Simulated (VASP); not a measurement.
Input of a VASP 6.6.1 run:

INCAR

```
PREC = Accurate
ENCUT = 500
EDIFF = 1E-6
ISMEAR = -1
SIGMA = 0.1
LREAL = False
LASPH = True
NELM = 120
ALGO = Normal
ISIF = 2
LWAVE = False
LCHARG = False
GGA = PE
NBANDS = 12
GGA_COMPAT = False
```

KPOINTS

```
regular mesh
0
Gamma
  8 8 8
```

Contents of POSCAR:

```
Ta
1.0
   -1.6742502452      1.6329293438      1.6726129831
    1.6475548864     -1.6399675742      1.6529558546
    1.6881170565      1.6538343855     -1.6796512135
Ta
1
Direct
    0.0000000000      0.0000000000      0.0000000000
```

Potentials or basis: VASP PAW PBE potentials, release 64 (Ta_pv).

Launch:

```console
$ cat potpaw_PBE.64/Ta_pv/POTCAR > POTCAR
$ mpirun -np 1 vasp_std > vasp.out
```

**Question.** What does it give for the pressure?

**Answer.** -0.6 GPa.

**Question.** What does it give for the band gap on the k mesh?

**Answer.** Zero (an odd number of electrons rules out a gap without spin polarisation).

Stress tensor (GPa, compression positive):
```
-1.26 -0.72  1.34
-0.72  0.37  0.37
 1.34  0.37 -0.93
```

Caveat: spin-orbit coupling is left out, which moves the levels of the heavy elements.
